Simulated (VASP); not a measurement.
O:

```
O
1.0
     1.77559    0.00000    0.00000
     0.00000    1.77559    0.00000
     0.00000    0.00000    3.05305
O
1
Direct
  0.00000 0.00000 0.00000
```

Base run:

- Program: VASP 6.6.1
- Functional: BLYP
- Potentials or basis: VASP PAW PBE potentials, release 64 (O)
- Cutoff: 600 eV
- k mesh: 17 × 17 × 10
- Occupations: gaussian, width 0.05 eV
- Spin: no spin polarisation

Its results: band gap on the k mesh zero (bands 3 and 4 overlap by 5.49 eV); pressure 11.6 GPa.

The run is repeated on the same cell with these changes: functional from BLYP to PBEsol. What comes out?

Band gap on the k mesh zero (bands 3 and 4 overlap by 5.51 eV); pressure -0.9 GPa.

PBEsol binds more tightly than BLYP, so the same cell stands under less pressure.

Caveats: the PAW data sets were made with another functional, which shifts forces and pressure a little; the cell stands under pressure (at least some runs).
